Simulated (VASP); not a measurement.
Here is a VASP 6.6.1 calculation.

File INCAR:

```
SYSTEM = Ta
ALGO     = Normal         ! electronic algorithm
EDIFF    = 1E-6           ! SCF threshold, eV
ENCUT    = 520            ! plane-wave cutoff, eV
GGA      = PS             ! functional
ISIF     = 2              ! what is computed and relaxed
ISMEAR   = -1             ! smearing method
LASPH    = .True.         ! aspherical terms in the spheres
LCHARG   = .False.        ! write CHGCAR
LREAL    = .False.        ! projectors in reciprocal space
LWAVE    = .False.        ! write WAVECAR
NBANDS   = 30             ! bands
NELM     = 60             ! most SCF steps
PREC     = Accurate       ! precision mode
SIGMA    = 0.1            ! smearing width, eV
```

Contents of KPOINTS:

```
k-points
0
Gamma
  14 14 4
  0 0 0
```

POSCAR

```
Ta
1.0
    2.9357645982      0.0000000000      0.0000000000
   -1.4678822991      2.5424467215      0.0000000000
    0.0000000000      0.0000000000     10.1290669181
Ta
4
Direct
    0.0000000000      1.0000000000      1.0000000000
    1.0000000000      1.0000000000      0.5000000000
    0.3333333333      0.6666666667      0.2500000000
    0.6666666667      0.3333333333      0.7500000000
```

Potentials or basis: VASP PAW PBE potentials, release 64 (Ta_pv).

The run is started by

```sh
$ cat potpaw_PBE.64/Ta_pv/POTCAR > POTCAR
$ mpirun -np 1 vasp_std > vasp.out
```

Q: Predict the band gap on the k mesh.

A: Zero (bands 22 and 23 overlap by 1.03 eV).

Q: Estimate the pressure.

A: -7.3 GPa.

Stress tensor (GPa, compression positive):
```
-7.19  0.00  0.00
 0.00 -7.19  0.00
 0.00  0.00 -7.39
```

Caveat: the cell stands under tension; the PAW data sets were made with another functional, which shifts forces and pressure a little; spin-orbit coupling is left out, which moves the levels of the heavy elements.
